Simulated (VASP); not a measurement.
Input of a VASP 6.6.1 run:

The input INCAR:

```
SYSTEM = AlN
PREC = Accurate
ENCUT = 520
EDIFF = 1E-7
ISMEAR = 0
SIGMA = 0.05
LREAL = .FALSE.
LASPH = .TRUE.
NELM = 100
ALGO = Normal
ISIF = 2
LWAVE = .FALSE.
LCHARG = .FALSE.
GGA = PE
NBANDS = 16
```

File KPOINTS:

```
regular mesh
0
G
  9 9 6
  0 0 0
```

Contents of POSCAR:

```
AlN
1.0
    3.3134793407      0.0000000000      0.0000000000
   -1.6567396703      2.8695572839      0.0000000000
    0.0000000000      0.0000000000      4.1875902417
Al N
2 2
Direct
    0.3357213505      0.6714427011      0.7729095315
    0.6690546839      0.3381093678      0.2729095315
    0.3287333206      0.6574666412      0.2058696077
    0.6620666539      0.3241333079      0.7058696077
```

Potentials or basis: VASP PAW PBE potentials, release 64 (Al, N).

Launch:

```sh
$ cat potpaw_PBE.64/Al/POTCAR potpaw_PBE.64/N/POTCAR > POTCAR
$ mpirun -np 1 vasp_std > vasp.out
```

Task: Predict the pressure.

Result: 7.5 GPa.

Task: Estimate the largest force.

Result: 1.607 eV/Å.

Task: What does it give for the band gap on the k mesh?

Result: 3.59 eV, direct.

Stress tensor (GPa, compression positive):
```
-4.41  0.00  0.00
 0.00 -4.11 -0.91
 0.00 -0.91 31.15
```

Caveat: the cell differs from its parent crystal (mode 4 frozen in at -0.185 Å and mode 10 at -0.026 Å (largest displacements)); forces of over 1 eV/Å act on the atoms, so gaps and moduli don't describe the material at rest.
